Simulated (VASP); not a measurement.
NaI: single point with HSE06

NaI:

```
I Na
1.0
     0.00000    3.19266    3.19266
     3.19266    0.00000    3.19266
     3.19266    3.19266    0.00000
I Na
1 1
Direct
  0.50000 0.50000 0.50000
  0.00000 0.00000 0.00000
```

```yaml
Program: VASP 6.6.1
Task: single point
Functional: HSE06
Potentials_or_basis: VASP PAW PBE potentials, release 64 (I, Na_pv)
Cutoff: 520 eV
k_mesh: 4 × 4 × 4
Occupations: fermi-dirac, width 0.05 eV
Spin: no spin polarisation
Dipole_correction: no
Grid_for_exact_exchange_PRECFOCK: Normal
Further_INCAR_settings: ALGO = Normal; EDIFF = 1e-06; NBANDS = 14
Share_of_exact_exchange: 0.25
Screening_parameter: 0.2079 1/Å
```

```yaml
Pressure: 0.9 GPa
Band_gap_on_the_k_mesh: 4.77 eV
```

Levels at points of the mesh, in eV from the valence-band top:
```tsv
k point	band 4	band 5	band 6	band 7	band 8	band 9	band 10	band 11
(0.00, 0.00, 0.00)	-12.08	0.00	0.00	0.00	4.77	9.01	9.01	9.01
(0.50, 0.00, 0.00)	-11.68	-2.49	-0.33	-0.33	6.08	8.57	8.57	10.35
(0.50, 0.50, 0.00)	-11.58	-2.20	-0.86	-0.86	5.56	6.43	11.37	12.88
```

Wall time 3.6 min on 1 thread of AMD EPYC 9R45 96-Core Processor (Zen 5), on a shared host, peak memory 0.29 GiB.

Caveat: the k points lie up to 0.43 Å⁻¹ apart; the PAW data sets were made with another functional, which shifts forces and pressure a little; spin-orbit coupling is left out, which moves the levels of the heavy elements.
